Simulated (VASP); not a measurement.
Write the native input for VASP 6.6.1 that does the following.

```
Task                   : single point
Functional             : r2SCAN
Potentials or basis    : VASP PAW PBE potentials, release 64 (In_d, O)
Cutoff                 : 520 eV
k mesh                 : 6 × 6 × 6
Occupations            : gaussian, width 0.05 eV
Spin                   : no spin polarisation
Dipole correction      : no
Further INCAR settings : ALGO = Normal; EDIFF = 1e-07; NBANDS = 55
```

The system is In2O3.

```
In O
1.0
     2.89163    1.66949    4.61075
    -2.89163    1.66949    4.61075
     0.00000   -3.33897    4.61075
In O
4 6
Cartesian
  0.0000 0.0000 4.9391
  0.0000 0.0000 1.9770
  0.0000 0.0000 8.8932
  0.0000 0.0000 11.8552
  -1.1765 1.6695 8.0688
  -0.8576 -1.8536 8.0688
  2.0341 0.1841 8.0688
  1.1765 -1.6695 5.7634
  0.8576 1.8536 5.7634
  -2.0341 -0.1841 5.7634
```

This cell differs from its parent crystal: strain +0.050 along x and y, -0.050 along z.

One way to write it, as run:

POSCAR

```
In2O3
1.0
    2.8916334180      1.6694853323      4.6107488901
   -2.8916334180      1.6694853323      4.6107488901
    0.0000000000     -3.3389706646      4.6107488901
In O
4 6
Direct
    0.3570704061      0.3570704061      0.3570704061
    0.1429295939      0.1429295939      0.1429295939
    0.6429295939      0.6429295939      0.6429295939
    0.8570704061      0.8570704061      0.8570704061
    0.5465740402      0.9534259598      0.2500000000
    0.2500000000      0.5465740402      0.9534259598
    0.9534259598      0.2500000000      0.5465740402
    0.4534259598      0.0465740402      0.7500000000
    0.7500000000      0.4534259598      0.0465740402
    0.0465740402      0.7500000000      0.4534259598
```

INCAR.step1

```
PREC     = Accurate       # precision mode
ENCUT    = 520            # plane-wave cutoff, eV
ISMEAR   = 0              # smearing method
SIGMA    = 0.05           # smearing width, eV
LREAL    = F              # projectors in reciprocal space
LASPH    = T              # aspherical terms in the spheres
NELM     = 60             # most SCF steps
NBANDS   = 55             # bands
GGA      = PE             # functional
ALGO     = Normal         # electronic algorithm
EDIFF    = 1E-4           # SCF threshold, eV
LWAVE    = T              # write WAVECAR
LCHARG   = F              # write CHGCAR
```

INCAR.step2

```
PREC     = Accurate       # precision mode
ENCUT    = 520            # plane-wave cutoff, eV
EDIFF    = 1E-7           # SCF threshold, eV
ISMEAR   = 0              # smearing method
SIGMA    = 0.05           # smearing width, eV
LREAL    = F              # projectors in reciprocal space
LASPH    = T              # aspherical terms in the spheres
NELM     = 60             # most SCF steps
ALGO     = Normal         # electronic algorithm
ISIF     = 2              # what is computed and relaxed
LWAVE    = F              # write WAVECAR
LCHARG   = F              # write CHGCAR
METAGGA  = R2SCAN         # meta-GGA
LMIXTAU  = T            
NBANDS   = 55             # bands
ISTART   = 1
```

KPOINTS

```
regular mesh
0
Gamma
  6 6 6
```

Potentials or basis: VASP PAW PBE potentials, release 64 (In_d, O).

The run is started by

```bash
$ cat potpaw_PBE.64/In_d/POTCAR potpaw_PBE.64/O/POTCAR > POTCAR
$ cp INCAR.step1 INCAR
$ mpirun -np 1 vasp_std > vasp.out
$ cp INCAR.step2 INCAR
$ mpirun -np 1 vasp_std > vasp.out
```

Results of the run:

- Pressure: -7.9 GPa
- Largest force: 0.705 eV/Å
- Band gap on the k mesh: 1.19 eV, indirect (least direct gap 1.37 eV)

Caveat: the cell differs from its parent crystal (strain +0.050 along x and y, -0.050 along z); the PAW data sets were made with another functional, which shifts forces and pressure a little; spin-orbit coupling is left out, which moves the levels of the heavy elements.

Wall time 16 min on 1 thread of Intel(R) Xeon(R) 6975P-C (Granite Rapids), on a shared host, peak memory 0.37 GiB.
